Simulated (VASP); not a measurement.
Here is a VASP 6.6.1 calculation.

INCAR

```
SYSTEM = CuO
PREC = Accurate
ENCUT = 520
EDIFF = 1E-6
ISMEAR = 0
SIGMA = 0.1
LREAL = .False.
LASPH = .True.
NELM = 60
ALGO = Normal
ISIF = 2
LWAVE = .False.
LCHARG = .False.
GGA = PS
NBANDS = 25
```

The input KPOINTS:

```
Automatic mesh
0
Gamma
  14 14 8
  0 0 0
```

File POSCAR:

```
CuO
1.0
    2.0425330853     -2.0503581737      0.0000000000
    2.0425330853      2.0503581737      0.0000000000
    0.0000000000      0.0000000000      5.0922648261
Cu O
2 2
Direct
    0.0000000000      0.5000000000      0.0000000000
    0.5000000000      0.0000000000      0.5000000000
    0.5000000000      0.5000000000      0.2500000000
    0.5000000000      0.5000000000      0.7500000000
```

Potentials or basis: VASP PAW PBE potentials, release 64 (Cu, O).

Run with:

```bash
$ cat potpaw_PBE.64/Cu/POTCAR potpaw_PBE.64/O/POTCAR > POTCAR
$ mpirun -np 1 vasp_std > vasp.out
```

What does it give for the pressure?

0.8 GPa.

What does it give for the band gap on the k mesh?

Zero (bands 17 and 18 overlap by 1.21 eV).

Stress tensor (GPa, compression positive):
```
0.63 0.00 0.00
0.00 0.59 0.00
0.00 0.00 1.06
```

Caveat: the PAW data sets were made with another functional, which shifts forces and pressure a little; semilocal functionals often make such compounds metallic where correlation or magnetic order opens a gap, which also shifts bond lengths. With open d or f shells a metallic result of PBEsol can be an artefact of self-interaction; +U or a hybrid may open a gap.
